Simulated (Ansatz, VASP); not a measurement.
# One calculation of Al, two programs

INCAR

```
PREC     = Accurate       # precision mode
ENCUT    = 520            # plane-wave cutoff, eV
EDIFF    = 1E-7           # SCF threshold, eV
ISMEAR   = 0              # smearing method
SIGMA    = 0.15           # smearing width, eV
LREAL    = False          # projectors in reciprocal space
LASPH    = True           # aspherical terms in the spheres
NELM     = 80             # most SCF steps
ALGO     = Fast           # electronic algorithm
ISIF     = 2              # what is computed and relaxed
LWAVE    = False          # write WAVECAR
LCHARG   = False          # write CHGCAR
GGA      = PS             # functional
NBANDS   = 8              # bands
```

KPOINTS

```
regular mesh
0
Gamma
  20 20 20
```

POSCAR

```
Al
1.0
    0.0000000000      2.0745795000      2.0239800000
    2.0745795000      0.0000000000      2.0239800000
    2.0745795000      2.0745795000      0.0000000000
Al
1
Direct
    0.0000000000      0.0000000000      0.0000000000
```

Input for Ansatz:

```yaml
crystal:
  lattice:
    - [0.0, 2.0745795, 2.02398]
    - [2.0745795, 0.0, 2.02398]
    - [2.0745795, 2.0745795, 0.0]
  atoms:
    - { symbol: Al, position: [0.0, 0.0, 0.0] }
basis:
  ecutwfc: 420
kpoints:
  mp_grid: { grid: [20, 20, 20] }
hamiltonian:
  xc: pbesol
scf:
  occupations: { method: gaussian, width: 0.15 }
output:
  forces: true
  stress: true
  eigenvalues: true
```

Change from the starting cell: strain +0.025 along x and y, +0.000 along z, atoms carried along.

Alike in both runs: task single point; functional PBEsol; k mesh 20 × 20 × 20; occupations gaussian, width 0.15 eV; no spin polarisation.

|  | VASP | Ansatz |
| --- | --- | --- |
| version | VASP 6.6.1 | Ansatz 0.2.0 |
| potentials or method | VASP PAW PBE potentials, release 64 (Al), cutoff 520 eV | scalar-relativistic, plane waves, PAW |
| valence electrons in the cell | 3 | 3 |

|  | VASP | Ansatz | Ansatz less VASP |
| --- | --- | --- | --- |
| gap on the k mesh at the Fermi level (eV) | none | none | - |
| pressure (GPa) | -5.0 | -5.1 | -0.04 |
| traceless stress, the component that is largest in VASP (GPa) | 0.23 | 0.23 | 0.000 |

VASP's potentials were made for PBE, not for PBEsol. A gap of «none» marks a metal or a gap that the smearing closes. The functional is the same, so the differences come from potentials, cutoffs and numerics.
